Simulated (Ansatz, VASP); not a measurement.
Two plane-wave programs on K3SBr

```xyz
5
Lattice="5.9551 0.0000 0.0000 0.0000 5.9551 0.0000 0.0000 0.0000 5.9551" Properties=species:S:1:pos:R:3 pbc="T T T"
Br    0.0000    0.0000    0.0000
S     2.9776    2.9776    2.9776
K     2.9776    2.9776    0.0000
K     2.9776    0.0000    2.9776
K     0.0000    2.9776    2.9776
```

Alike in both runs: task single point; functional PBE; k mesh 4 × 4 × 4; no spin polarisation.

|  | VASP | Ansatz |
| --- | --- | --- |
| version | VASP 6.6.1 | Ansatz 0.2.0 |
| potentials or method | VASP PAW PBE potentials, release 64 (Br, S, K_sv) | plane waves, PAW |
| plane-wave cutoff (eV) | 520 | 420 |
| occupations | gaussian, width 0.01 eV | fixed |
| valence electrons in the cell | 40 | 40 |

```csv
,VASP,Ansatz,Ansatz less VASP
gap on the k mesh at the Fermi level (eV),1.73,1.73,+0.004
pressure (GPa),0.3,0.3,-0.03
```
